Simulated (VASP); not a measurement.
Here is a VASP 6.6.1 calculation.

Contents of INCAR:

```
SYSTEM = Rb
  ALGO = Normal
  EDIFF = 1E-7
  ENCUT = 520
  GGA = PE
  ISIF = 2
  ISMEAR = 0
  LASPH = .True.
  LCHARG = .False.
  LREAL = Auto
  LWAVE = .False.
  NBANDS = 106
  NELM = 100
  PREC = Accurate
  SIGMA = 0.1
```

Contents of KPOINTS:

```
k-points
0
Gamma
  2 2 2
  0 0 0
```

The input POSCAR:

```
Rb
1.0
   12.4822769800      0.0000000000      0.0000000000
    0.0000000000     12.4822769800      0.0000000000
    0.0000000000      0.0000000000     12.4822769800
Rb
20
Direct
    0.8750000000      0.7030561600      0.0469438400
    0.0624146400      0.0624146400      0.0624146400
    0.2030561600      0.4530561600      0.1250000000
    0.8124146400      0.3124146400      0.1875853600
    0.4530561600      0.1250000000      0.2030561600
    0.5469438400      0.6250000000      0.2969438400
    0.1875853600      0.8124146400      0.3124146400
    0.7969438400      0.9530561600      0.3750000000
    0.9375853600      0.5624146400      0.4375853600
    0.1250000000      0.2030561600      0.4530561600
    0.6250000000      0.2969438400      0.5469438400
    0.4375853600      0.9375853600      0.5624146400
    0.2969438400      0.5469438400      0.6250000000
    0.6875853600      0.6875853600      0.6875853600
    0.0469438400      0.8750000000      0.7030561600
    0.9530561600      0.3750000000      0.7969438400
    0.3124146400      0.1875853600      0.8124146400
    0.7030561600      0.0469438400      0.8750000000
    0.5624146400      0.4375853600      0.9375853600
    0.3750000000      0.7969438400      0.9530561600
```

Potentials or basis: VASP PAW PBE potentials, release 64 (Rb_sv).

Run with:

```bash
$ cat potpaw_PBE.64/Rb_sv/POTCAR > POTCAR
$ mpirun -np 1 vasp_std > vasp.out
```

Q: Predict the pressure.

A: -0.1 GPa.

Q: What does it give for the largest force?

A: 0.004 eV/Å.

Q: Estimate the band gap on the k mesh.

A: Zero (band 90 reaches 0.54 eV, above the bottom of band 91 at -0.31 eV).

Forces on the atoms (eV/Å):
```
Rb   0.000 -0.001  0.001
Rb  -0.003 -0.003 -0.003
Rb  -0.001 -0.001  0.000
Rb  -0.003 -0.003  0.003
Rb  -0.001  0.000 -0.001
Rb   0.001  0.000  0.001
Rb   0.003 -0.003 -0.003
Rb   0.001 -0.001  0.000
Rb   0.003 -0.003  0.003
Rb   0.000 -0.001 -0.001
Rb   0.000  0.001  0.001
Rb   0.003  0.003 -0.003
Rb   0.001  0.001  0.000
Rb   0.003  0.003  0.003
Rb   0.001  0.000 -0.001
Rb  -0.001  0.000  0.001
Rb  -0.003  0.003 -0.003
Rb  -0.001  0.001  0.000
Rb  -0.003  0.003  0.003
Rb   0.000  0.001 -0.001
```
